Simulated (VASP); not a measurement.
The system is SiC.

```
CELL_PARAMETERS angstrom
3.04678 0.00000 0.00000
-1.52339 2.63859 0.00000
0.00000 0.00000 10.09550
ATOMIC_POSITIONS crystal
Si 0.00000 0.00000 0.00016
Si 0.33333 0.66667 0.25019
Si 0.00000 0.00000 0.50016
Si 0.66667 0.33333 0.75019
C 0.00000 0.00000 0.18702
C 0.33333 0.66667 0.43763
C 0.00000 0.00000 0.68702
C 0.66667 0.33333 0.93763
```

This cell differs from its parent crystal: epitaxial xy strain -1.0%.

Base run:

| Property | Result |
| --- | --- |
| Program | VASP 6.6.1 |
| Functional | HSE06 |
| Potentials or basis | VASP PAW PBE potentials, release 64 (Si, C) |
| Cutoff | 520 eV |
| k mesh | 6 × 6 × 2 |
| Occupations | gaussian, width 0.01 eV |
| Spin | no spin polarisation |

Its results: band gap on the k mesh 3.07 eV (least direct gap 4.36 eV); pressure 2.8 GPa.

Q: The run is repeated on the same cell with these changes: functional from HSE06 to r2SCAN; k mesh from 6 × 6 × 2 to 12 × 12 × 4. What comes out?

A: Band gap on the k mesh 2.54 eV (least direct gap 3.76 eV); pressure 4.1 GPa.

Several settings changed at once.

Caveats: the PAW data sets were made with another functional, which shifts forces and pressure a little; the cell stands under pressure (at least some runs).

A k mesh can miss the band edges.
